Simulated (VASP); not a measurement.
## WSe2: single point with PBE+D3(BJ)

System: WSe2, a slab with vacuum.

```
CELL_PARAMETERS angstrom
3.32900 0.00000 0.00000
-1.66450 2.88300 0.00000
0.00000 0.00000 32.73738
ATOMIC_POSITIONS crystal
Se 0.33333 0.66667 0.44764
Se 0.33333 0.66667 0.55236
W 0.66667 0.33333 0.50000
```

| Property | Result |
| --- | --- |
| Program | VASP 6.6.1 |
| Task | single point |
| Functional | PBE |
| Dispersion | D3(BJ) |
| Potentials or basis | VASP PAW PBE potentials, release 64 (Se, W_sv) |
| Cutoff | 520 eV |
| k mesh | 9 × 9 × 1 |
| Occupations | gaussian, width 0.02 eV |
| Spin | no spin polarisation |
| Dipole correction | yes |
| Further INCAR settings | ALGO = Normal; EDIFF = 1e-07; NBANDS = 20 |

```yaml
Largest_force: 0.696 eV/Å
Band_gap_on_the_k_mesh: 1.59 eV
Dispersion_energy_per_atom: -0.326 eV
```

Forces in eV/Å, atoms in the order of the input:
```
Se   0.000  0.000  0.696
Se   0.000  0.000 -0.696
W    0.000  0.000  0.000
```

Levels at points of the mesh, in eV from the valence-band top:
```
           k point  band 10  band 11  band 12  band 13  band 14  band 15  band 16  band 17
(0.00, 0.00, 0.00)    -2.18    -1.13    -1.13    -0.42     2.82     2.82     2.92     2.92
```

Run time: 4.9 min on 1 thread of Intel Xeon 8259CL (shared host), peak memory 0.49 GiB.

Caveat: spin-orbit coupling is left out, which moves the levels of the heavy elements.
